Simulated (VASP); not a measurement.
Write the native input for VASP 6.6.1 that does the following.

- Task: single point
- Functional: PBE
- Dispersion: D3(BJ)
- Potentials or basis: VASP PAW PBE potentials, release 64 (Mo_sv, S)
- Cutoff: 520 eV
- k mesh: 6 × 6 × 4
- Occupations: gaussian, width 0.05 eV
- Spin: no spin polarisation
- Dipole correction: no
- Further INCAR settings: ALGO = Normal; EDIFF = 1e-06; NBANDS = 64

The structure of MoS2 lies in POSCAR:

```
MoS2
1.0
    6.2994479940      0.0000000001      0.0000000000
   -3.1497239971      5.4554819926      0.0000000000
    0.0000000000      0.0000000000      6.6475426602
Mo S
4 8
Direct
    0.5166648979      0.5083324490     -0.0117822114
    0.5000000000      0.0000000000      0.0000000000
    0.0000000000      0.5000000000      0.0000000000
    0.0000000000      0.0000000000      0.0000000000
    0.1666666667      0.3333333333      0.2356692374
    0.1666666667      0.8333333333      0.2356692374
    0.6666666667      0.3333333333      0.2356692374
    0.6666666667      0.8333333333      0.2356692374
    0.1666666667      0.3333333333      0.7643307626
    0.1666666667      0.8333333333      0.7643307626
    0.6666666667      0.3333333333      0.7643307626
    0.6666666667      0.8333333333      0.7643307626
```

This cell differs from its parent crystal: atom 1 (Mo) moved -0.120 Å towards its neighbour atom 5 (S) at 2.400 Å.

One way to write it, as run:

INCAR

```
SYSTEM = MoS2
  PREC = Accurate
  ENCUT = 520
  EDIFF = 1E-6
  ISMEAR = 0
  SIGMA = 0.05
  LREAL = .FALSE.
  LASPH = .TRUE.
  NELM = 80
  ALGO = Normal
  ISIF = 2
  LWAVE = .FALSE.
  LCHARG = .FALSE.
  GGA = PE
  IVDW = 12
  NBANDS = 64
```

KPOINTS

```
regular mesh
0
G
  6 6 4
  0 0 0
```

Potentials or basis: VASP PAW PBE potentials, release 64 (Mo_sv, S).

Command:

```bash
$ cat potpaw_PBE.64/Mo_sv/POTCAR potpaw_PBE.64/S/POTCAR > POTCAR
$ mpirun -np 1 vasp_std > vasp.out
```

It gave:

The pressure is 0.2 GPa. The largest force is 3.098 eV/Å. The band gap on the k mesh is 1.08 eV and the dispersion energy per atom is -0.398 eV.

Caveat: the cell differs from its parent crystal (atom 1 (Mo) moved -0.120 Å towards its neighbour atom 5 (S) at 2.400 Å); forces of over 1 eV/Å act on the atoms, so gaps and moduli don't describe the material at rest.

It took 7.9 min on 1 thread of Intel(R) Xeon(R) Platinum 8488C (Sapphire Rapids), with other jobs on the host, peak memory 0.64 GiB.
